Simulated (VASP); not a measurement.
# Al3GaN4 (P-42m) in VASP: further runs, part 2 of 2

VASP 6.6.1.

## 4. Single point, PBEsol (strain -0.040 along x and y, +0.000 along z)

Contents of INCAR:

```
SYSTEM = Al3GaN4
ALGO     = Normal         ! electronic algorithm
EDIFF    = 1E-6           ! SCF threshold, eV
ENCUT    = 520            ! plane-wave cutoff, eV
GGA      = PS             ! functional
ISIF     = 2              ! what is computed and relaxed
ISMEAR   = 0              ! smearing method
LASPH    = .True.         ! aspherical terms in the spheres
LCHARG   = .False.        ! write CHGCAR
LREAL    = .False.        ! projectors in reciprocal space
LWAVE    = .False.        ! write WAVECAR
NBANDS   = 31             ! bands
NELM     = 80             ! most SCF steps
PREC     = Accurate       ! precision mode
SIGMA    = 0.05           ! smearing width, eV
```

Contents of KPOINTS:

```
k-points
0
Gamma
  6 6 6
  0 0 0
```

Contents of POSCAR:

```
Al3GaN4
1.0
    4.2307150468      0.0000000000      0.0000000000
    0.0000000000      4.2307150468      0.0000000000
    0.0000000000      0.0000000000      4.4069948404
Al Ga N
3 1 4
Direct
    0.5000000000      0.5000000000      0.0000000000
    0.5000000000      0.0000000000      0.5000000000
    0.0000000000      0.5000000000      0.5000000000
    0.0000000000      0.0000000000      0.0000000000
    0.7447077174      0.7447077174      0.2552922826
    0.7447077174      0.2552922826      0.7447077174
    0.2552922826      0.7447077174      0.7447077174
    0.2552922826      0.2552922826      0.2552922826
```

Potentials or basis: VASP PAW PBE potentials, release 64 (Al, Ga_d, N).

Command:

```sh
$ cat potpaw_PBE.64/Al/POTCAR potpaw_PBE.64/Ga_d/POTCAR potpaw_PBE.64/N/POTCAR > POTCAR
$ mpirun -np 1 vasp_std > vasp.out
```

OUTCAR:

```text
SYSTEM = Al3GaN4
   EDIFF = 1E-6
   ENCUT = 520
   GGA = PS
   ISIF = 2
   ISMEAR = 0
   LASPH = .True.
   LREAL = .False.
   NELM = 80
   PREC = Accurate

 ion  position               nearest neighbor table
   1  0.500  0.500  0.000-   5 1.85   6 1.85   7 1.85   8 1.85   4 2.99   4 2.99   4 2.99   4 2.99
                             3 3.05   2 3.05   3 3.05   2 3.05   3 3.05   2 3.05   3 3.05   2 3.05
   2  0.500  0.000  0.500-   5 1.84   6 1.84   7 1.84   8 1.84   3 2.99   3 2.99   3 2.99   3 2.99
                             4 3.05   1 3.05   1 3.05   1 3.05   4 3.05   4 3.05   4 3.05   1 3.05
   3  0.000  0.500  0.500-   5 1.84   6 1.84   7 1.84   8 1.84   2 2.99   2 2.99   2 2.99   2 2.99
                             4 3.05   1 3.05   4 3.05   4 3.05   1 3.05   4 3.05   1 3.05   1 3.05
   4  0.000  0.000  0.000-   5 1.90   6 1.90   7 1.90   8 1.90   1 2.99   1 2.99   1 2.99   1 2.99
                             3 3.05   2 3.05   3 3.05   3 3.05   3 3.05   2 3.05   2 3.05   2 3.05
   5  0.745  0.745  0.255-   2 1.84   3 1.84   1 1.85   4 1.90
   6  0.745  0.255  0.745-   2 1.84   3 1.84   1 1.85   4 1.90
   7  0.255  0.745  0.745-   2 1.84   3 1.84   1 1.85   4 1.90
   8  0.255  0.255  0.255-   2 1.84   3 1.84   1 1.85   4 1.90

  LATTYP: Found a simple tetragonal cell.
 ALAT       =     4.2307150468
 C/A-ratio  =     1.0416666667
[... 207 lines left out ...]
      5      -6.1318      2.00000
      6      -6.1169      2.00000
[... 805 lines left out ...]
     30      17.3868      0.00000
     31      17.9310      0.00000

 [... further k-points ...]

------------------------ aborting loop because EDIFF is reached ----------------------------------------

  FORCE on cell =-STRESS in cart. coord.  units (eV):
  Direction    XX          YY          ZZ          XY          YZ          ZX
  --------------------------------------------------------------------------------------
  -------------------------------------------------------------------------------------
  Total       10.2040025     10.2040025      7.4713645      0.0000000      0.0000000      0.0000000
  in kB      207.2578784    207.2578784    151.7540941      0.0000000      0.0000000      0.0000000
  external PRESSURE =     188.7566170 kB  Pullay stress =       0.0000000 kB

 VOLUME and BASIS-vectors are now :
 -----------------------------------------------------------------------------
  energy-cutoff  :      520.00
  volume of cell :       78.88
      direct lattice vectors                 reciprocal lattice vectors
     4.230715047  0.000000000  0.000000000     0.236366664  0.000000000  0.000000000
     0.000000000  4.230715047  0.000000000     0.000000000  0.236366664  0.000000000
     0.000000000  0.000000000  4.406994840     0.000000000  0.000000000  0.226911997

 POSITION                                       TOTAL-FORCE (eV/Angst)
 -----------------------------------------------------------------------------------
      2.11536      2.11536      0.00000        -0.000000     -0.000000      0.000000
      2.11536      0.00000      2.20350        -0.000000      0.000000     -0.000000
      0.00000      2.11536      2.20350        -0.000000      0.000000      0.000000
      0.00000      0.00000      0.00000        -0.000000      0.000000      0.000000
      3.15065      3.15065      1.12507        -0.025109     -0.025109     -0.038950
      3.15065      1.08007      3.28192        -0.025109      0.025109      0.038950
      1.08007      3.15065      3.28192         0.025109     -0.025109      0.038950
      1.08007      1.08007      1.12507         0.025109      0.025109     -0.038950
 -----------------------------------------------------------------------------------
    total drift:                                0.000000      0.000000      0.000000

  FREE ENERGIE OF THE ION-ELECTRON SYSTEM (eV)
  ---------------------------------------------------
  free  energy   TOTEN  =       -59.5400504826 eV

  energy  without entropy=      -59.5400504826  energy(sigma->0) =      -59.54005048
```

stdout:

```text
POSCAR found type information on POSCAR AlGaN
 POSCAR found :  3 types and       8 ions
 scaLAPACK will be used
 -----------------------------------------------------------------------------
|                                                                             |
|                                                                             |
|     You enforced a specific xc type in the INCAR file but a different       |
|     I HOPE YOU KNOW WHAT YOU ARE DOING!                                     |
|                                                                             |
 -----------------------------------------------------------------------------

 LDA part: xc-table for (Slater+PW92), standard interpolation
 POSCAR, INCAR and KPOINTS ok, starting setup
 FFT: planning ... GRIDC
 FFT: planning ... GRID_SOFT
 FFT: planning ... GRID
 WAVECAR not read
 entering main loop
```

Wall time 92 s (1 thread of Intel Xeon 8259CL, shared host); peak memory 0.23 GiB.

Results:

```
Free energy            : -59.5401 eV
Pressure               : 18.9 GPa
Largest force          : 0.053 eV/Å
Band gap on the k mesh : 3.21 eV (least direct gap 3.24 eV)
```

Forces on the atoms (eV/Å):
```
Al   0.000  0.000  0.000
Al   0.000  0.000  0.000
Al   0.000  0.000  0.000
Ga   0.000  0.000  0.000
N   -0.025 -0.025 -0.039
N   -0.025  0.025  0.039
N    0.025 -0.025  0.039
N    0.025  0.025 -0.039
```

Stress tensor (GPa, compression positive):
```
20.73  0.00  0.00
 0.00 20.73  0.00
 0.00  0.00 15.18
```

Caveat: the cell differs from its parent crystal (strain -0.040 along x and y, +0.000 along z); the cell stands under pressure; the PAW data sets were made with another functional, which shifts forces and pressure a little. A k mesh can miss the band edges.

## 5. Overview

| cell | gap on the mesh (eV) | pressure (GPa) | largest force (eV/Å) |
| --- | --- | --- | --- |
| a = 4.054, b = 4.054, c = 4.231 Å, 8 atoms | 3.26 | 62.0 | 0.11 |
| a = 4.231, b = 4.231, c = 4.054 Å, 8 atoms | 3.16 | 45.2 | 0.09 |
| a = 4.231, b = 4.231, c = 4.407 Å, 8 atoms | 3.21 | 18.9 | 0.05 |

Alike in all rows: task single point; level PBEsol; potentials or basis VASP PAW PBE potentials, release 64 (Al, Ga_d, N); no spin polarisation; k mesh 6 × 6 × 6; cutoff (eV) 520; smearing gaussian 0.05 eV.

Caveats: the cell stands under pressure; the PAW data sets were made with another functional, which shifts forces and pressure a little.

Absolute energies hang on the potentials; compare differences alone.
